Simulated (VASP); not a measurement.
# Si10H4F in VASP: notebook

The runs below take Si10H4F through single point, with PBE+D3(BJ).

Everything below comes from runs of VASP 6.6.1. Logs are shortened: lines on timing, memory, paths and dates and some standing lists are left out, and cuts for length are marked.

## 1. The cell of the first run

The cell holds a slab with vacuum, 30 atoms: a = 7.679 Å, b = 7.679 Å, c = 21.256 Å, α = 90.00°, β = 90.00°, γ = 90.00°.

## 2. Single point, PBE+D3(BJ)

Input file INCAR:

```
SYSTEM = Si10H4F
PREC = Accurate ; ENCUT = 520
EDIFF = 1E-7 ; ISMEAR = -1
SIGMA = 0.05 ; LREAL = Auto
LASPH = .True. ; NELM = 100
ALGO = Normal ; ISIF = 2
LWAVE = .False. ; LCHARG = .False.
GGA = PE ; IVDW = 12
NBANDS = 72
```

Input file KPOINTS:

```
regular mesh
0
Gamma
  1 1 1
  0 0 0
```

Input file POSCAR:

```
Si10H4F
1.0
    7.6791800000      0.0000000000      0.0000000000
    0.0000000000      7.6791800000      0.0000000000
    0.0000000000      0.0000000000     21.2555000000
H Si F
8 20 2
Direct
    0.4093926695      0.0000000000      0.0470466468
    0.0906086327      0.0000000000      0.0470466468
    0.9093939718      0.0000000000      0.0470466468
    0.5906099349      0.0000000000      0.0470466468
    0.4093926695      0.5000013022      0.0470466468
    0.0906086327      0.5000013022      0.0470466468
    0.9093939718      0.5000013022      0.0470466468
    0.5906099349      0.5000013022      0.0470466468
    0.2500006511      0.0000000000      0.0877655195
    0.7500019533      0.0000000000      0.0877655195
    0.2500006511      0.5000013022      0.0877655195
    0.7500019533      0.5000013022      0.0877655195
    0.2500136733      0.2513810068      0.1515278399
    0.7499498644      0.2518758513      0.1516501611
    0.2500787845      0.7503405312      0.1535555503
    0.7499368422      0.7500019533      0.1535414363
    0.0008985334      0.2477087397      0.2111312366
    0.4989074354      0.2478780286      0.2111124180
    0.0000260444      0.7598727989      0.2202065348
    0.4999492133      0.7598988434      0.2202253534
    0.0008594668      0.0159392018      0.2841146997
    0.4991548577      0.0159912907      0.2840817671
   -0.0016147557      0.4992199688      0.2779798170
    0.5013165468      0.4990767243      0.2779280657
    0.2505345623      0.0862722322      0.3293359366
    0.7496633755      0.0899705437      0.3288984028
    0.2495969622      0.3870856003      0.3252193550
    0.7491294643      0.3836998221      0.3212297993
    0.2048265570      0.4171018260      0.4223518619
    0.4622368534      0.3114004360      0.4291312837
```

Potentials or basis: VASP PAW PBE potentials, release 64 (H, Si, F).

Run with:

```
cat potpaw_PBE.64/H/POTCAR potpaw_PBE.64/Si/POTCAR potpaw_PBE.64/F/POTCAR > POTCAR
mpirun -np 1 vasp_gam > vasp.out
```

OUTCAR:

```text
SYSTEM = Si10H4F
   PREC = Accurate
   ENCUT = 520
   EDIFF = 1E-7
   ISMEAR = -1
   LREAL = Auto
   LASPH = .True.
   NELM = 100
   ISIF = 2
   GGA = PE
   IVDW = 12
 IVDW          = 12

 ion  position               nearest neighbor table
   1  0.409  0.000  0.047-   9 1.50
   2  0.091  0.000  0.047-   9 1.50
   3  0.909  0.000  0.047-  10 1.50
   4  0.591  0.000  0.047-  10 1.50
   5  0.409  0.500  0.047-  11 1.50
   6  0.091  0.500  0.047-  11 1.50
   7  0.909  0.500  0.047-  12 1.50
   8  0.591  0.500  0.047-  12 1.50
   9  0.250  0.000  0.088-   1 1.50   2 1.50  13 2.36  15 2.37
  10  0.750  0.000  0.088-   4 1.50   3 1.50  14 2.36  16 2.37
  11  0.250  0.500  0.088-   5 1.50   6 1.50  13 2.34  15 2.38
  12  0.750  0.500  0.088-   8 1.50   7 1.50  14 2.34  16 2.37
  13  0.250  0.251  0.152-  18 2.29  17 2.29  11 2.34   9 2.36
  14  0.750  0.252  0.152-  17 2.31  18 2.31  12 2.34  10 2.36
[... 8 lines left out ...]
  23  0.998  0.499  0.278-  28 2.30  27 2.34  19 2.35  17 2.40
  24  0.501  0.499  0.278-  28 2.29  27 2.34  20 2.35  18 2.40
  25  0.251  0.086  0.329-  22 2.20  21 2.21  27 2.31
  26  0.750  0.090  0.329-  22 2.22  21 2.22  28 2.26
  27  0.250  0.387  0.325-  29 2.11  25 2.31  23 2.34  24 2.34
  28  0.749  0.384  0.321-  26 2.26  24 2.29  23 2.30
  29  0.205  0.417  0.422-  27 2.11
  30  0.462  0.311  0.429-

  LATTYP: Found a simple tetragonal cell.
 ALAT       =     7.6791800000
 C/A-ratio  =     2.7679387643

  Lattice vectors:

 A1 = (   7.6791800000,   0.0000000000,   0.0000000000)
 A2 = (   0.0000000000,   7.6791800000,   0.0000000000)
 A3 = (   0.0000000000,   0.0000000000,  21.2555000000)

Analysis of symmetry for initial positions (statically):
=====================================================================
 Subroutine PRICEL returns:
 Original cell was already a primitive cell.

 Routine SETGRP: Setting up the symmetry group for a
 simple tetragonal supercell.

 Subroutine GETGRP returns: Found  1 space group operations
 (whereof  1 operations were pure point group operations)
 out of a pool of 16 trial point group operations.

The static configuration has the point symmetry C_1 .

Analysis of symmetry for dynamics (positions and initial velocities):
=====================================================================
 Subroutine PRICEL returns:
 Original cell was already a primitive cell.

 Routine SETGRP: Setting up the symmetry group for a
 simple tetragonal supercell.

 Subroutine GETGRP returns: Found  1 space group operations
 (whereof  1 operations were pure point group operations)
 out of a pool of 16 trial point group operations.

The dynamic configuration has the point symmetry C_1 .

 Subroutine INISYM returns: Found  1 space group operations
 (whereof  1 operations are pure point group operations),
 and found     1 'primitive' translations

----------------------------------------------------------------------------------------

                                     Primitive cell

  volume of cell :    1253.4327

  direct lattice vectors                    reciprocal lattice vectors
     7.679180000  0.000000000  0.000000000     0.130222237  0.000000000  0.000000000
     0.000000000  7.679180000  0.000000000     0.000000000  0.130222237  0.000000000
     0.000000000  0.000000000 21.255500000     0.000000000  0.000000000  0.047046647

  length of vectors
     7.679180000  7.679180000 21.255500000     0.130222237  0.130222237  0.047046647

  position of ions in fractional coordinates (direct lattice)
     0.409392670  0.000000000  0.047046647
     0.090608633  0.000000000  0.047046647
     0.909393972  0.000000000  0.047046647
     0.590609935  0.000000000  0.047046647
     0.409392670  0.500001302  0.047046647
     0.090608633  0.500001302  0.047046647
[... 22 lines left out ...]
     0.204826557  0.417101826  0.422351862
     0.462236853  0.311400436  0.429131284

  ion indices of the primitive-cell ions
   primitive index   ion index
                 1           1
                 2           2
                 3           3
                 4           4
                 5           5
                 6           6
[... 22 lines left out ...]
                29          29
                30          30

----------------------------------------------------------------------------------------

 KPOINTS: regular mesh

Automatic generation of k-mesh.
 Grid dimensions read from file:
 generate k-points for:    1    1    1

 Generating k-lattice:

  Cartesian coordinates                     Fractional coordinates (reciprocal lattice)
     0.130222237  0.000000000  0.000000000     1.000000000  0.000000000  0.000000000
     0.000000000  0.130222237  0.000000000     0.000000000  1.000000000  0.000000000
     0.000000000  0.000000000  0.047046647     0.000000000  0.000000000  1.000000000

  Length of vectors
     0.130222237  0.130222237  0.047046647

  Shift w.r.t. Gamma in fractional coordinates (k-lattice)
     0.000000000  0.000000000  0.000000000

 Subroutine IBZKPT returns following result:
 ===========================================

 Found      1 irreducible k-points:

 Following reciprocal coordinates:
            Coordinates               Weight
  0.000000  0.000000  0.000000      1.000000
   k-points           NKPTS =      1   k-points in BZ     NKDIM =      1   number of bands    NBANDS=     72
   number of dos      NEDOS =    301   number of ions     NIONS =     30
   total plane-waves  NPLWV = 576000
   dimension x,y,z NGX =    60 NGY =   60 NGZ =  160
   dimension x,y,z NGXF=   120 NGYF=  120 NGZF=  320
   ions per type =               8  20   2
   NGX,Y,Z   is equivalent  to a cutoff of  12.99, 12.99, 12.51 a.u.
   NGXF,Y,Z  is equivalent  to a cutoff of  25.98, 25.98, 25.03 a.u.
 SYSTEM =  Si10H4F
   PREC   = accura    normal or accurate (medium, high low for compatibility)
   ISTART =      0    job   : 0-new  1-cont  2-samecut
   ICHARG =      2    charge: 1-file 2-atom 10-const
   ISPIN  =      1    spin polarized calculation?
   LNONCOLLINEAR =      F non collinear calculations
   LSORBIT =      F    spin-orbit coupling
   LASPH  =      T    aspherical Exc in radial PAW
   ENCUT  =  520.0 eV  38.22 Ry    6.18 a.u.  14.28 14.28 39.52*2*pi/ulx,y,z
   NELM   =    100;   NELMIN=  2; NELMDL= -5     # of ELM steps
   EDIFF  = 0.1E-06   stopping-criterion for ELM
   LREAL  =      T    real-space projection
   EDIFFG = 0.1E-05   stopping-criterion for IOM
   NSW    =      0    number of steps for IOM
   IBRION =     -1    ionic relax: 0-MD 1-quasi-New 2-CG
   NFREE  =      0    steps in history (QN), initial steepest desc. (CG)
   ISIF   =      2    stress and relaxation
   ISYM   =      2    0-nonsym 1-usesym 2-fastsym
   POTIM  = 0.5000    time-step for ionic-motion
   TEBEG  =    0.0;   TEEND  =   0.0 temperature during run
   PSTRESS=    0.0 pullay stress
   NELECT =     102.0000    total number of electrons
   NUPDOWN=      -1.0000    fix difference up-down
   EMIN   =  10.00;   EMAX   =-10.00  energy-range for DOS
   EFERMI =   0.00;   METHOD = LEGACY
   ISMEAR =    -1;   SIGMA  =   0.05  broadening in eV -4-tet -1-fermi 0-gaus
   EFERMI_NEDOS =   21; number of points for ismear=-14 and -15
   IALGO  =     38    algorithm
   IMIX   =      4    mixing-type and parameters
     AMIX     =   0.40;   BMIX     =  1.00
     AMIX_MAG =   1.60;   BMIX_MAG =  1.00
  volume/ion in A,a.u.               =      41.78       281.95
  Fermi-wavevector in a.u.,A,eV,Ry     =   0.709427  1.340623  6.847636  0.503287
  Thomas-Fermi vector in A             =   1.796006
   LORBIT       =      0    0 simple, 1 ext, 2 COOP (PROOUT), +10 PAW based schemes
   GGA     = PE    functional components
   LHFCALC =     F    Hartree Fock is set to
   AEXX    =    0.0000 exact exchange contribution
   IVDW    =    12    specifies the selected vdW correction
   LEPSILON=     F    determine dielectric tensor
   LRPA    =     F    only Hartree local field effects (RPA)
 non-spin polarized calculation
  energy-cutoff  :      520.00
  volume of cell :     1253.43
 maximum number of plane-waves:     16892
 NGX is ok and might be reduce to    60
   NGX = 29   NGY = 29   NGZ = 79

 number of electron     101.9999992 magnetization

 Free energy of the ion-electron system (eV)
  ---------------------------------------------------
  ext. energy  EPLUGINS =         0.00000000
  ---------------------------------------------------
  free energy    TOTEN  =      -128.29729602 eV

  energy without entropy =     -128.21195251  energy(sigma->0) =     -128.25462427

 E-fermi :  -1.8980     XC(G=0):  -4.0110

 val. band max:       -1.9843371189   @ k =   0.0000   0.0000   0.0000
 cond. band min:      -1.8117788655   @ k =   0.0000   0.0000   0.0000
 fundamental gap:      0.1725582534
 Fermi energy:        -1.8979686750

 k-point     1 :       0.0000    0.0000    0.0000
  band No.  band energies     occupation
      1     -22.8796      2.00000
      2     -21.4038      2.00000
      3     -13.6632      2.00000
      4     -12.3909      2.00000
      5     -11.7857      2.00000
      6     -11.5242      2.00000
[... 55 lines left out ...]
     62       0.7312      0.00000
     63       0.8809      0.00000
 [bands above 63 left out]

------------------------ aborting loop because EDIFF is reached ----------------------------------------

 Edisp (eV)   -5.18969

 E8    (eV) :    -2.1589

  FORCE on cell =-STRESS in cart. coord.  units (eV):
  Direction    XX          YY          ZZ          XY          YZ          ZX
  --------------------------------------------------------------------------------------
  -------------------------------------------------------------------------------------
  Total      38.96328     7.93417   -18.82311    -1.38478    -1.15681     1.80217
  in kB      49.80409    10.14171   -24.06030    -1.77007    -1.47868     2.30359
  external pressure =       11.96 kB  Pullay stress =        0.00 kB

 VOLUME and BASIS-vectors are now :
 -----------------------------------------------------------------------------
  energy-cutoff  :      520.00
  volume of cell :     1253.43
      direct lattice vectors                 reciprocal lattice vectors
     7.679180000  0.000000000  0.000000000     0.130222237  0.000000000  0.000000000
     0.000000000  7.679180000  0.000000000     0.000000000  0.130222237  0.000000000
     0.000000000  0.000000000 21.255500000     0.000000000  0.000000000  0.047046647

 POSITION                                       TOTAL-FORCE (eV/Angst)
 -----------------------------------------------------------------------------------
      3.14380      0.00000      1.00000        -0.911576     -0.018341      0.186279
      0.69580      0.00000      1.00000         0.912903     -0.028349      0.164856
      6.98340      0.00000      1.00000        -0.925669     -0.039959      0.137591
      4.53540      0.00000      1.00000         0.942472     -0.038187      0.132566
      3.14380      3.83960      1.00000        -1.032533      0.063207      0.183125
      0.69580      3.83960      1.00000         1.024125      0.067303      0.177202
[... 22 lines left out ...]
      1.57290      3.20300      8.97730        -0.873144      0.378630     -3.577484
      3.54960      2.39130      9.12140         1.438708     -0.657650     -1.264746
 -----------------------------------------------------------------------------------
    total drift:                               -0.002300      0.004150     -0.005615

  FREE ENERGIE OF THE ION-ELECTRON SYSTEM (eV)
  ---------------------------------------------------
  free  energy   TOTEN  =      -133.4869873238 eV

  energy  without entropy=     -133.4016438189  energy(sigma->0) =     -133.44431557
```

It took 4.3 min on 1 thread of AMD EPYC 7R13 (Zen 3), shared host; peak memory 0.98 GiB.

Results:

```yaml
Free_energy: -133.4870 eV
Largest_force: 3.912 eV/Å
Band_gap_on_the_k_mesh: 0.17 eV
Dispersion_energy_per_atom: -0.173 eV
```

Forces on the atoms (eV/Å):
```
H   -0.912 -0.018  0.186
H    0.913 -0.028  0.165
H   -0.926 -0.040  0.138
H    0.942 -0.038  0.133
H   -1.033  0.063  0.183
H    1.024  0.067  0.177
H   -1.018  0.046  0.185
H    1.022  0.045  0.198
Si  -0.043 -0.024  0.253
Si  -0.019  0.088  0.297
Si  -0.010  0.125  0.145
Si   0.021  0.113  0.193
Si  -0.021 -0.079 -0.549
Si   0.024 -0.408 -0.569
Si   0.002  0.111  0.222
Si   0.005  0.237  0.143
Si  -0.161  0.368  0.169
Si   0.106  0.409  0.168
Si  -0.059 -0.172 -0.067
Si   0.037 -0.155 -0.068
Si  -0.277 -1.118 -1.232
Si   0.304 -1.099 -1.293
Si   0.323 -0.118  0.144
Si  -0.408 -0.158  0.148
Si   0.154  0.473  0.900
Si  -0.071  0.240  0.833
Si  -0.218  1.025  3.769
Si  -0.267  0.323 -0.127
F   -0.873  0.379 -3.577
F    1.439 -0.658 -1.265
```

Caveat: the k points lie up to 0.82 Å⁻¹ apart.

(Continued in part 2 of 2.)
